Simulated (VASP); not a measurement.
The system is NaCl.

```
CELL_PARAMETERS angstrom
0.00000 2.84793 2.84793
2.84793 0.00000 2.84793
2.84793 2.84793 0.00000
ATOMIC_POSITIONS crystal
Na 0.00000 0.00000 0.00000
Cl 0.50000 0.50000 0.50000
```

Base run:

| Item | Value |
| --- | --- |
| Program | VASP 6.6.1 |
| Functional | r2SCAN |
| Potentials or basis | VASP PAW PBE potentials, release 64 (Na_pv, Cl) |
| Cutoff | 520 eV |
| k mesh | 6 × 6 × 6 |
| Occupations | gaussian, width 0.05 eV |
| Spin | no spin polarisation |

Its results: band gap on the k mesh 5.80 eV, direct; pressure -1.4 GPa.

The run is repeated on the same cell with these changes: functional from r2SCAN to PBE. What comes out?

Band gap on the k mesh 5.00 eV, direct; pressure 0.0 GPa.

r2SCAN gives the wider gap, since meta-GGAs in the generalised Kohn-Sham scheme recover part of the derivative discontinuity.

Caveats: the PAW data sets were made with another functional, which shifts forces and pressure a little (some runs).

